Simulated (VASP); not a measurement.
Here is a VASP 6.6.1 calculation.

INCAR

```
ALGO = Normal ; EDIFF = 1E-7
EDIFFG = -0.01 ; ENCUT = 600
GGA = PE ; IBRION = 2
ISIF = 4 ; ISMEAR = 0
ISPIN = 2 ; LASPH = T
LCHARG = F ; LDAU = T
LDAUJ = 0 0 ; LDAUL = 2 -1
LDAUPRINT = 1 ; LDAUTYPE = 2
LDAUU = 3.32 0 ; LMAXMIX = 4
LORBIT = 11 ; LREAL = F
LWAVE = F ; MAGMOM = -2.67 2.67 0 0
NELM = 150 ; NSW = 50
PREC = Accurate ; SIGMA = 0.02
```

File KPOINTS:

```
k-points
0
Gamma
  12 12 6
```

File POSCAR:

```
CoO
1.0
    3.3498517818      0.0000000000      0.0000000000
   -1.6749258909      2.9010567419      0.0000000000
    0.0000000000      0.0000000000      5.3990582466
Co O
2 2
Direct
    0.0000000000      0.0000000000      0.0005751789
    0.3333333333      0.6666666667      0.5005751581
    0.0000000000      0.0000000000      0.3744253323
    0.3333333333      0.6666666667      0.8744253307
```

Potentials or basis: VASP PAW PBE potentials, release 64 (Co, O).

Run with:

```console
$ cat potpaw_PBE.64/Co/POTCAR potpaw_PBE.64/O/POTCAR > POTCAR
$ mpirun -np 1 vasp_std > vasp.out
```

Question: Estimate the band gap on the k mesh.

Answer: 1.19 eV (least direct gap 1.28 eV).

Question: Predict the net moment.

Answer: 0.00 μB per cell.

Question: Estimate the site moments.

Answer: Co -2.68, +2.68; O +0.08, -0.08 μB.

Stress tensor (GPa, compression positive):
```
-8.07  0.00  0.00
 0.00 -8.07  0.00
 0.00  0.00 -7.98
```

A k mesh can miss the band edges. The state reached can hang on the start; a lower one may exist.
